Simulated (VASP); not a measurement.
# CaAuI3 (P4/mbm) in VASP: single point with PBE

Aim: the single point of CaAuI3 with PBE.

Everything below comes from runs of VASP 6.6.1. Logs are shortened: lines on timing, memory, paths and dates and some standing lists are left out, and cuts for length are marked.

**1. The cell of the first run**

It takes space group P4/mbm (No. 127, tetragonal). The conventional cell has a = 9.096 Å, b = 9.096 Å, c = 5.197 Å, α = 90.00°, β = 90.00°, γ = 90.00°. Within 4.3 Å of Ca (site symmetry mmm) lie 4 I at 3.23 Å. Within 3.4 Å of Au (site symmetry 4/m) lie 2 I at 2.60 Å. Within 4.3 Å of I (site symmetry m2m) lie 2 Ca at 3.23 Å and 2 Au at 3.47 Å and 1 I at 3.84 Å. Within 3.4 Å of I (site symmetry 4/m) lie 2 Au at 2.60 Å.

**2. Single point, PBE**

Contents of INCAR:

```
PREC = Accurate ; ENCUT = 520
EDIFF = 1E-7 ; ISMEAR = 0
SIGMA = 0.1 ; LREAL = F
LASPH = T ; NELM = 100
ALGO = Normal ; ISIF = 2
LWAVE = F ; LCHARG = F
GGA = PE ; NBANDS = 53
```

Contents of KPOINTS:

```
regular mesh
0
Gamma
  4 4 8
```

Contents of POSCAR:

```
CaAuI3
1.0
    9.0958315811      0.0000000000      0.0000000000
    0.0000000000      9.0958315811      0.0000000000
    0.0000000000      0.0000000000      5.1974321244
Ca Au I
2 2 6
Direct
    0.0000000000      0.5000000000      0.5000000000
    0.5000000000      0.0000000000      0.5000000000
    0.5000000000      0.5000000000      0.0000000000
    0.0000000000      0.0000000000      0.0000000000
    0.8507245625      0.3507245625      0.0000000000
    0.6492754375      0.8507245625      0.0000000000
    0.5000000000      0.5000000000      0.5000000000
    0.1492754375      0.6492754375      0.0000000000
    0.3507245625      0.1492754375      0.0000000000
    0.0000000000      0.0000000000      0.5000000000
```

Potentials or basis: VASP PAW PBE potentials, release 64 (Ca_sv, Au, I).

Run with:

```sh
cat potpaw_PBE.64/Ca_sv/POTCAR potpaw_PBE.64/Au/POTCAR potpaw_PBE.64/I/POTCAR > POTCAR
mpirun -np 1 vasp_std > vasp.out
```

OUTCAR:

```text
PREC = Accurate
   ENCUT = 520
   EDIFF = 1E-7
   ISMEAR = 0
   LREAL = F
   LASPH = T
   NELM = 100
   ISIF = 2
   GGA = PE

 ion  position               nearest neighbor table
   1  0.000  0.500  0.500-   5 3.23   8 3.23   5 3.23   8 3.23
   2  0.500  0.000  0.500-   6 3.23   9 3.23   6 3.23   9 3.23
   3  0.500  0.500  0.000-   7 2.60   7 2.60   5 3.47   8 3.47   9 3.47   6 3.47
   4  0.000  0.000  0.000-  10 2.60  10 2.60   8 3.47   9 3.47   5 3.47   6 3.47
   5  0.851  0.351  0.000-   1 3.23   1 3.23   4 3.47   3 3.47
   6  0.649  0.851  0.000-   2 3.23   2 3.23   4 3.47   3 3.47
   7  0.500  0.500  0.500-   3 2.60   3 2.60
   8  0.149  0.649  0.000-   1 3.23   1 3.23   4 3.47   3 3.47
   9  0.351  0.149  0.000-   2 3.23   2 3.23   4 3.47   3 3.47
  10  0.000  0.000  0.500-   4 2.60   4 2.60

  LATTYP: Found a simple tetragonal cell.
 ALAT       =     9.0958315811
 C/A-ratio  =     0.5714081311

  Lattice vectors:

 A1 = (   9.0958315811,   0.0000000000,   0.0000000000)
 A2 = (   0.0000000000,   9.0958315811,   0.0000000000)
 A3 = (   0.0000000000,   0.0000000000,   5.1974321244)

Analysis of symmetry for initial positions (statically):
=====================================================================
 Subroutine PRICEL returns:
 Original cell was already a primitive cell.

 Routine SETGRP: Setting up the symmetry group for a
 simple tetragonal supercell.

 Subroutine GETGRP returns: Found 16 space group operations
 (whereof  8 operations were pure point group operations)
 out of a pool of 16 trial point group operations.

The static configuration has the point symmetry C_4h.
 The point group associated with its full space group is D_4h.

Analysis of symmetry for dynamics (positions and initial velocities):
=====================================================================
 Subroutine PRICEL returns:
 Original cell was already a primitive cell.

 Routine SETGRP: Setting up the symmetry group for a
 simple tetragonal supercell.

 Subroutine GETGRP returns: Found 16 space group operations
 (whereof  8 operations were pure point group operations)
 out of a pool of 16 trial point group operations.

The dynamic configuration has the point symmetry C_4h.
 The point group associated with its full space group is D_4h.

 Subroutine INISYM returns: Found 16 space group operations
 (whereof  8 operations are pure point group operations),
 and found     1 'primitive' translations

----------------------------------------------------------------------------------------

                                     Primitive cell

  volume of cell :     430.0051

  direct lattice vectors                    reciprocal lattice vectors
     9.095831581  0.000000000  0.000000000     0.109940470  0.000000000  0.000000000
     0.000000000  9.095831581  0.000000000     0.000000000  0.109940470  0.000000000
     0.000000000  0.000000000  5.197432124     0.000000000  0.000000000  0.192402705

  length of vectors
     9.095831581  9.095831581  5.197432124     0.109940470  0.109940470  0.192402705

  position of ions in fractional coordinates (direct lattice)
     0.000000000  0.500000000  0.500000000
     0.500000000  0.000000000  0.500000000
     0.500000000  0.500000000  0.000000000
     0.000000000  0.000000000  0.000000000
     0.850724562  0.350724562  0.000000000
     0.649275438  0.850724562  0.000000000
     0.500000000  0.500000000  0.500000000
     0.149275438  0.649275438  0.000000000
     0.350724562  0.149275438  0.000000000
     0.000000000  0.000000000  0.500000000

  ion indices of the primitive-cell ions
   primitive index   ion index
                 1           1
                 2           2
                 3           3
                 4           4
                 5           5
                 6           6
                 7           7
                 8           8
                 9           9
                10          10

----------------------------------------------------------------------------------------

 KPOINTS: regular mesh

Automatic generation of k-mesh.
 Grid dimensions read from file:
 generate k-points for:    4    4    8

 Generating k-lattice:

  Cartesian coordinates                     Fractional coordinates (reciprocal lattice)
     0.027485118  0.000000000  0.000000000     0.250000000  0.000000000  0.000000000
     0.000000000  0.027485118  0.000000000     0.000000000  0.250000000  0.000000000
     0.000000000  0.000000000  0.024050338     0.000000000  0.000000000  0.125000000

  Length of vectors
     0.027485118  0.027485118  0.024050338

  Shift w.r.t. Gamma in fractional coordinates (k-lattice)
     0.000000000  0.000000000  0.000000000

 Subroutine IBZKPT returns following result:
 ===========================================

 Found     30 irreducible k-points:

 Following reciprocal coordinates:
            Coordinates               Weight
  0.000000  0.000000  0.000000      1.000000
  0.250000  0.000000  0.000000      4.000000
  0.500000  0.000000  0.000000      2.000000
  0.250000  0.250000  0.000000      4.000000
  0.500000  0.250000  0.000000      4.000000
  0.500000  0.500000  0.000000      1.000000
[... 16 lines left out ...]
  0.500000  0.250000  0.375000      8.000000
  0.500000  0.500000  0.375000      2.000000
 [... further k-points ...]
   k-points           NKPTS =     30   k-points in BZ     NKDIM =     30   number of bands    NBANDS=     53
   number of dos      NEDOS =    301   number of ions     NIONS =     10
   total plane-waves  NPLWV = 196000
   dimension x,y,z NGX =    70 NGY =   70 NGZ =   40
   dimension x,y,z NGXF=   140 NGYF=  140 NGZF=   80
   ions per type =               2   2   6
   NGX,Y,Z   is equivalent  to a cutoff of  12.79, 12.79, 12.79 a.u.
   NGXF,Y,Z  is equivalent  to a cutoff of  25.59, 25.59, 25.59 a.u.
 SYSTEM =  unknown system
   PREC   = accura    normal or accurate (medium, high low for compatibility)
   ISTART =      0    job   : 0-new  1-cont  2-samecut
   ICHARG =      2    charge: 1-file 2-atom 10-const
   ISPIN  =      1    spin polarized calculation?
   LNONCOLLINEAR =      F non collinear calculations
   LSORBIT =      F    spin-orbit coupling
   LASPH  =      T    aspherical Exc in radial PAW
   ENCUT  =  520.0 eV  38.22 Ry    6.18 a.u.  16.91 16.91  9.66*2*pi/ulx,y,z
   NELM   =    100;   NELMIN=  2; NELMDL= -5     # of ELM steps
   EDIFF  = 0.1E-06   stopping-criterion for ELM
   LREAL  =      F    real-space projection
   EDIFFG = 0.1E-05   stopping-criterion for IOM
   NSW    =      0    number of steps for IOM
   IBRION =     -1    ionic relax: 0-MD 1-quasi-New 2-CG
   NFREE  =      0    steps in history (QN), initial steepest desc. (CG)
   ISIF   =      2    stress and relaxation
   ISYM   =      2    0-nonsym 1-usesym 2-fastsym
   POTIM  = 0.5000    time-step for ionic-motion
   TEBEG  =    0.0;   TEEND  =   0.0 temperature during run
   PSTRESS=    0.0 pullay stress
   NELECT =      84.0000    total number of electrons
   NUPDOWN=      -1.0000    fix difference up-down
   EMIN   =  10.00;   EMAX   =-10.00  energy-range for DOS
   EFERMI =   0.00;   METHOD = LEGACY
   ISMEAR =     0;   SIGMA  =   0.10  broadening in eV -4-tet -1-fermi 0-gaus
   EFERMI_NEDOS =   21; number of points for ismear=-14 and -15
   IALGO  =     38    algorithm
   IMIX   =      4    mixing-type and parameters
     AMIX     =   0.40;   BMIX     =  1.00
     AMIX_MAG =   1.60;   BMIX_MAG =  1.00
  volume/ion in A,a.u.               =      43.00       290.18
  Fermi-wavevector in a.u.,A,eV,Ry     =   0.949897  1.795046 12.276606  0.902305
  Thomas-Fermi vector in A             =   2.078223
   LORBIT       =      0    0 simple, 1 ext, 2 COOP (PROOUT), +10 PAW based schemes
   GGA     = PE    functional components
   LHFCALC =     F    Hartree Fock is set to
   AEXX    =    0.0000 exact exchange contribution
   IVDW    =     0    specifies the selected vdW correction
   LEPSILON=     F    determine dielectric tensor
   LRPA    =     F    only Hartree local field effects (RPA)
 non-spin polarized calculation
 Gauss-broadening in eV      SIGMA  =   0.10
  energy-cutoff  :      520.00
  volume of cell :      430.01
 maximum number of plane-waves:     11640
 NGX is ok and might be reduce to    70
   NGX = 33   NGY = 33   NGZ = 19

 number of electron      84.0000001 magnetization

 Free energy of the ion-electron system (eV)
  ---------------------------------------------------
  ext. energy  EPLUGINS =         0.00000000
  ---------------------------------------------------
  free energy    TOTEN  =       -26.07549728 eV

  energy without entropy =      -26.07409838  energy(sigma->0) =      -26.07479783

 E-fermi :   2.3969     XC(G=0):  -7.5920

 val. band max:        2.3373310273   @ k =   0.0000   0.0000   0.3750
 cond. band min:       2.4270794304   @ k =   0.0000   0.0000   0.5000
 fundamental gap:      0.0897484031
 Fermi energy:         2.3968957474

 k-point     1 :       0.0000    0.0000    0.0000
  band No.  band energies     occupation
      1     -40.1030      2.00000
      2     -40.1030      2.00000
      3     -21.1796      2.00000
      4     -21.1796      2.00000
      5     -21.0409      2.00000
      6     -21.0409      2.00000
[... 45 lines left out ...]
     52       5.3207      0.00000
     53       6.1039      0.00000

 k-point     2 :       0.2500    0.0000    0.0000
  band No.  band energies     occupation
      1     -40.1030      2.00000
      2     -40.1030      2.00000
      3     -21.1796      2.00000
      4     -21.1796      2.00000
      5     -21.0409      2.00000
      6     -21.0409      2.00000
[... 45 lines left out ...]
     52       5.2749      0.00000
     53       5.9988      0.00000
[... 1174 lines left out ...]
     52       5.5733      0.00000
     53       6.0502      0.00000

 k-point    24 :       0.5000    0.5000    0.3750
  band No.  band energies     occupation
      1     -40.1029      2.00000
      2     -40.1029      2.00000
      3     -21.1794      2.00000
      4     -21.1794      2.00000
      5     -21.0395      2.00000
      6     -21.0395      2.00000
[... 45 lines left out ...]
     52       5.4766      0.00000
     53       6.0858      0.00000

 [... further k-points ...]
[... 5 lines left out ...]
  --------------------------------------------------------------------------------------
  -------------------------------------------------------------------------------------
  Total       -0.0053019     -0.0053019     -0.1050109      0.0000000     -0.0000000     -0.0000000
  in kB       -0.0197545     -0.0197545     -0.3912652      0.0000000     -0.0000000     -0.0000000
  external PRESSURE =      -0.1435914 kB  Pullay stress =       0.0000000 kB

 VOLUME and BASIS-vectors are now :
 -----------------------------------------------------------------------------
  energy-cutoff  :      520.00
  volume of cell :      430.01
      direct lattice vectors                 reciprocal lattice vectors
     9.095831581  0.000000000  0.000000000     0.109940470  0.000000000  0.000000000
     0.000000000  9.095831581  0.000000000     0.000000000  0.109940470  0.000000000
     0.000000000  0.000000000  5.197432124     0.000000000  0.000000000  0.192402705

 POSITION                                       TOTAL-FORCE (eV/Angst)
 -----------------------------------------------------------------------------------
      0.00000      4.54792      2.59872        -0.000000      0.000000      0.000000
      4.54792      0.00000      2.59872        -0.000000      0.000000      0.000000
      4.54792      4.54792      0.00000        -0.000000      0.000000      0.000000
      0.00000      0.00000      0.00000        -0.000000      0.000000      0.000000
      7.73805      3.19013      0.00000        -0.005836     -0.005836     -0.000000
      5.90570      7.73805      0.00000         0.005836     -0.005836     -0.000000
      4.54792      4.54792      2.59872        -0.000000      0.000000      0.000000
      1.35778      5.90570      0.00000         0.005836      0.005836      0.000000
      3.19013      1.35778      0.00000        -0.005836      0.005836      0.000000
      0.00000      0.00000      2.59872        -0.000000      0.000000      0.000000
 -----------------------------------------------------------------------------------
    total drift:                               -0.000000      0.000000      0.000000

  FREE ENERGIE OF THE ION-ELECTRON SYSTEM (eV)
  ---------------------------------------------------
  free  energy   TOTEN  =       -26.0754972827 eV

  energy  without entropy=      -26.0740983811  energy(sigma->0) =      -26.07479783
```

Wall time 11 min (1 thread of Intel Xeon Platinum 8488C (Sapphire Rapids), shared host); peak memory 0.84 GiB.

Results:

```yaml
Free_energy: -26.0755 eV
Pressure: 0.0 GPa
Largest_force: 0.008 eV/Å
Band_gap_on_the_k_mesh: zero (band 42 reaches 2.43 eV, above the bottom of band 43 at 2.25 eV)
```

Forces in eV/Å, atoms in the order of the input:
```
Ca   0.000  0.000  0.000
Ca   0.000  0.000  0.000
Au   0.000  0.000  0.000
Au   0.000  0.000  0.000
I   -0.006 -0.006  0.000
I    0.006 -0.006  0.000
I    0.000  0.000  0.000
I    0.006  0.006  0.000
I   -0.006  0.006  0.000
I    0.000  0.000  0.000
```

Levels at points of the mesh, in eV from the Fermi level:
| k point | band 39 | band 40 | band 41 | band 42 | band 43 | band 44 | band 45 | band 46 |
| --- | --- | --- | --- | --- | --- | --- | --- | --- |
| (0.00, 0.00, 0.00) | -1.44 | -1.23 | -1.23 | -0.91 | -0.14 | 1.14 | 1.54 | 1.97 |
| (0.50, 0.00, 0.00) | -1.30 | -1.30 | -1.13 | -1.13 | 0.58 | 0.58 | 2.02 | 2.02 |
| (0.50, 0.50, 0.00) | -1.25 | -1.25 | -1.03 | -1.03 | 0.52 | 0.52 | 2.23 | 2.23 |
| (0.00, 0.00, 0.50) | -0.81 | -0.81 | -0.80 | 0.03 | 2.04 | 2.29 | 2.30 | 2.37 |
| (0.50, 0.00, 0.50) | -0.93 | -0.93 | -0.64 | -0.64 | 2.33 | 2.33 | 2.48 | 2.48 |
| (0.50, 0.50, 0.50) | -0.91 | -0.91 | -0.66 | -0.66 | 2.45 | 2.45 | 2.63 | 2.63 |

Caveat: spin-orbit coupling is left out, which moves the levels of the heavy elements.
